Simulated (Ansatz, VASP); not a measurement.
# One calculation of La, two programs

Contents of INCAR:

```
ALGO = Normal
EDIFF = 1E-6
ENCUT = 520
GGA = PS
ISIF = 2
ISMEAR = -1
LASPH = True
LCHARG = False
LREAL = False
LWAVE = False
NBANDS = 18
NELM = 100
PREC = Accurate
SIGMA = 0.1
```

The input KPOINTS:

```
k-points
0
Gamma
  12 12 11
```

POSCAR

```
La
1.0
   -4.1452706031      4.1569350328      1.7880323074
    4.1569350328     -4.1452706031      1.7880323074
    2.2525821235      2.2525821235     -1.7666688829
La
2
Direct
    0.9980549244      0.0019450756      1.0000000000
    0.7519450756      0.2480549244      0.5000000000
```

Input for Ansatz:

```yaml
crystal:
  lattice:
    - [-4.1452706031, 4.1569350328, 1.7880323074]
    - [4.1569350328, -4.1452706031, 1.7880323074]
    - [2.2525821235, 2.2525821235, -1.7666688829]
  atoms:
    - { symbol: La, position: [0.9980549244, 0.0019450756, 1.0] }
    - { symbol: La, position: [0.7519450756, 0.2480549244, 0.5] }
hamiltonian:
  xc: pbesol
  pseudopotentials:
    kind: paw
    azcp:
      La: "pseudopotentials/La.paw.azcp"
basis:
  ecutwfc: 420
  fft_grid_basis: typed
kpoints:
  mp_grid: { grid: [12, 12, 11], shift: [0, 0, 0] }
magnetization:
  spin_polarized: false
scf:
  occupations: { method: fermi_dirac, width: 0.1 }
  lower_state_search: "off"
output:
  stress: true
  write_density: true
  write_potential: true
  elf: true
  volumetric_format: npy
```

Alike in both runs: task single point; functional PBEsol; k mesh 12 × 12 × 11; occupations fermi-dirac, width 0.1 eV; no spin polarisation.

|  | VASP | Ansatz |
| --- | --- | --- |
| version | VASP 6.6.1 | Ansatz 0.2.0 |
| potentials or method | VASP PAW PBE potentials, release 64 (La), cutoff 520 eV | plane waves (420 eV) with PAW, scalar-relativistic |
| valence electrons in the cell | 22 | 22 |

```csv
,VASP,Ansatz,Ansatz less VASP
pressure (GPa),0.1,0.1,-0.06
"traceless stress, the component that is largest in VASP (GPa)",-0.15,-0.13,+0.022
```

VASP's potentials were made for PBE, not for PBEsol, and Ansatz warns of the same on its side. The functional is the same, so the differences come from potentials, cutoffs and numerics.

Spin-orbit coupling is off throughout.
